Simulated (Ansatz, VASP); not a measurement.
# One calculation of NiGe3, two programs

File INCAR:

```
SYSTEM = NiGe3
PREC = Accurate
ENCUT = 600
EDIFF = 1E-7
ISMEAR = 0
SIGMA = 0.1
LREAL = .False.
LASPH = .True.
NELM = 80
ALGO = Normal
ISIF = 3
LWAVE = .False.
LCHARG = .False.
GGA = PE
IBRION = 2
NSW = 100
EDIFFG = -0.01
```

File KPOINTS:

```
regular mesh
0
Gamma
  10 10 10
  0 0 0
```

The input POSCAR:

```
NiGe3
1.0
    4.0326394089      0.0000000000      0.0000000000
    0.0000000000      4.0326394089      0.0000000000
    0.0000000000      0.0000000000      4.0326394089
Ge Ni
3 1
Direct
    0.0000000000      0.5000000000      0.5000000000
    0.5000000000      0.0000000000      0.5000000000
    0.5000000000      0.5000000000      0.0000000000
    0.0000000000      0.0000000000      0.0000000000
```

Input for Ansatz:

```yaml
crystal:
  lattice:
    - [4.0326394089, 0.0, 0.0]
    - [0.0, 4.0326394089, 0.0]
    - [0.0, 0.0, 4.0326394089]
  atoms:
    - { symbol: Ge, position: [0.0, 0.5, 0.5] }
    - { symbol: Ge, position: [0.5, 0.0, 0.5] }
    - { symbol: Ge, position: [0.5, 0.5, 0.0] }
    - { symbol: Ni, position: [0.0, 0.0, 0.0] }
basis:
  ecutwfc: 420
kpoints:
  mp_grid: { grid: [10, 10, 10] }
hamiltonian:
  xc: pbe
scf:
  occupations: { method: gaussian, width: 0.1 }
output:
  forces: true
  stress: true
  eigenvalues: true
  write_density: true
  write_potential: true
  elf: true
  volumetric_format: npy
relax:
  adjacent_minimum: "off"
  f_tol: 0.01
  max_steps: 80
  cell: { stress_tol: 0.05 }
```

Alike in both runs: task relaxation of cell and atoms; functional PBE; k mesh 10 × 10 × 10; occupations gaussian, width 0.1 eV; no spin polarisation.

```csv
,VASP,Ansatz
version,VASP 6.6.1,Ansatz 0.2.0
potentials or method,"VASP PAW PBE potentials, release 64 (Ge_d, Ni), cutoff 600 eV","scalar-relativistic, plane waves, PAW"
valence electrons in the cell,52,60
```

Ansatz gave:

```
gap on the k mesh at the Fermi level, each at its own relaxed structure (eV) : none
relaxed volume (Å³/atom)                                                     : 16.43
relaxed cell length with the largest relative difference (Å)                 : 4.035
```

Which values does VASP return?

gap on the k mesh at the Fermi level, each at its own relaxed structure (eV): none; relaxed volume (Å³/atom): 16.43; relaxed cell length with the largest relative difference (Å): 4.036.

A gap of «none» marks a metal or a gap that the smearing closes. VASP's potentials hold 52 valence electrons a cell and Ansatz's 60, so a difference there can come from the potentials and not from the codes.
